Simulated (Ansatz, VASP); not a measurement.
# One calculation of Al2BP3, two programs

The input INCAR:

```
SYSTEM = Al2BP3
  ALGO = Normal
  EDIFF = 1E-6
  EDIFFG = -0.01
  ENCUT = 600
  GGA = PE
  IBRION = 2
  ISIF = 3
  ISMEAR = 0
  LASPH = .True.
  LCHARG = .False.
  LREAL = .False.
  LWAVE = .False.
  NELM = 80
  NSW = 100
  PREC = Accurate
  SIGMA = 0.1
```

Contents of KPOINTS:

```
k-points
0
Gamma
  12 12 6
  0 0 0
```

The input POSCAR:

```
Al2BP3
1.0
    3.3870785993      0.0000000000      0.0000000000
   -1.6935392996      2.9332961116      0.0000000000
    0.0000000000      0.0000000000      8.5199992778
Al B P
2 1 3
Direct
    0.6666666667      0.3333333333      0.1211533440
    0.3333333333      0.6666666667      0.8788466560
    0.0000000000      0.0000000000      0.0000000000
    0.0000000000      0.0000000000      0.5000000000
    0.6666666667      0.3333333333      0.6611193057
    0.3333333333      0.6666666667      0.3388806943
```

Input for Ansatz:

```yaml
crystal:
  lattice:
    - [3.3870785993, 0.0, 0.0]
    - [-1.6935392996, 2.9332961116, 0.0]
    - [0.0, 0.0, 8.5199992778]
  atoms:
    - { symbol: Al, position: [0.6666666667, 0.3333333333, 0.121153344] }
    - { symbol: Al, position: [0.3333333333, 0.6666666667, 0.878846656] }
    - { symbol: B, position: [0.0, 0.0, 0.0] }
    - { symbol: P, position: [0.0, 0.0, 0.5] }
    - { symbol: P, position: [0.6666666667, 0.3333333333, 0.6611193057] }
    - { symbol: P, position: [0.3333333333, 0.6666666667, 0.3388806943] }
basis:
  ecutwfc: 420
kpoints:
  mp_grid: { grid: [12, 12, 6] }
hamiltonian:
  xc: pbe
scf:
  occupations: { method: gaussian, width: 0.1 }
output:
  forces: true
  stress: true
  eigenvalues: true
  write_density: true
  write_potential: true
  elf: true
  volumetric_format: npy
relax:
  adjacent_minimum: "off"
  f_tol: 0.01
  max_steps: 80
  cell: { stress_tol: 0.05 }
```

Change from the starting cell: species swapped into the Li3GdBi2 type (P-3m1, No. 164).

Alike in both runs: task relaxation of cell and atoms; functional PBE; k mesh 12 × 12 × 6; occupations gaussian, width 0.1 eV; no spin polarisation.

|  | VASP | Ansatz |
| --- | --- | --- |
| version | VASP 6.6.1 | Ansatz 0.2.0 |
| potentials or method | VASP PAW PBE potentials, release 64 (Al, B, P), cutoff 600 eV | scalar-relativistic, plane waves, PAW |
| valence electrons in the cell | 24 | 24 |

|  | VASP | Ansatz | Ansatz less VASP |
| --- | --- | --- | --- |
| gap on the k mesh at the Fermi level, each at its own relaxed structure (eV) | none | none | - |
| relaxed volume (Å³/atom) | 14.08 | 14.10 | +0.018 |
| relaxed length of the cell vector where the two differ most in proportion (Å) | 3.409 | 3.410 | +0.0015 |

A gap of «none» marks a metal or a gap that the smearing closes.
